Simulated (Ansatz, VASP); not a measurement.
## Two plane-wave programs on MgAl2Sb2

Contents of INCAR:

```
PREC     = Accurate       # precision mode
ENCUT    = 520            # plane-wave cutoff, eV
EDIFF    = 1E-7           # SCF threshold, eV
ISMEAR   = -1             # smearing method
SIGMA    = 0.15           # smearing width, eV
LREAL    = False          # projectors in reciprocal space
LASPH    = True           # aspherical terms in the spheres
NELM     = 100            # most SCF steps
ALGO     = Normal         # electronic algorithm
ISIF     = 2              # what is computed and relaxed
LWAVE    = False          # write WAVECAR
LCHARG   = False          # write CHGCAR
GGA      = PS             # functional
NBANDS   = 17             # bands
```

KPOINTS

```
Automatic mesh
0
Gamma
  6 6 4
```

File POSCAR:

```
MgAl2Sb2
1.0
    4.6644258160      0.0000000000      0.0000000000
   -2.3322129080      4.0395111220      0.0000000000
    0.0000000000      0.0000000000      7.1795757991
Mg Al Sb
1 2 2
Direct
    0.0000000000      0.0000000000      0.0000000000
    0.6666666667      0.3333333333      0.3707880000
    0.3333333333      0.6666666667      0.6292120000
    0.6666666667      0.3333333333      0.7696890000
    0.3333333333      0.6666666667      0.2303110000
```

Input for Ansatz:

```yaml
crystal:
  lattice:
    - [4.664425816002293, 0.0, 0.0]
    - [-2.3322129080011464, 4.039511122044814, 0.0]
    - [0.0, 0.0, 7.179575799116614]
  atoms:
    - { symbol: Mg, position: [0.0, 0.0, 0.0] }
    - { symbol: Al, position: [0.6666666666666666, 0.3333333333333333, 0.370788] }
    - { symbol: Al, position: [0.3333333333333333, 0.6666666666666666, 0.629212] }
    - { symbol: Sb, position: [0.6666666666666666, 0.3333333333333333, 0.769689] }
    - { symbol: Sb, position: [0.3333333333333333, 0.6666666666666666, 0.230311] }
basis:
  ecutwfc: 450.0
kpoints:
  mp_grid:
    grid: [6, 6, 4]
hamiltonian:
  xc: pbesol
scf:
  occupations:
    method: fermi_dirac
    width: 0.15
output:
  stress: true
```

Alike in both runs: task single point; functional PBEsol; k mesh 6 × 6 × 4; occupations fermi-dirac, width 0.15 eV; no spin polarisation.

|  | VASP | Ansatz |
| --- | --- | --- |
| version | VASP 6.6.1 | Ansatz 0.2.0 |
| potentials or method | VASP PAW PBE potentials, release 64 (Mg, Al, Sb), cutoff 520 eV | plane waves, PAW |
| valence electrons in the cell | 18 | 46 |

VASP gave:

| Property | Result |
| --- | --- |
| pressure (GPa) | -3.0 |
| traceless stress, the component that is largest in VASP (GPa) | -0.06 |

**Question.** What did Ansatz give for the same quantities?

**Answer.** Pressure (GPa): -3.1; traceless stress, the component that is largest in VASP (GPa): -0.09.

VASP's potentials were made for PBE, not for PBEsol. VASP's potentials hold 18 valence electrons a cell and Ansatz's 46, so a difference there can come from the potentials and not from the codes.

Neither program's run includes spin-orbit coupling.
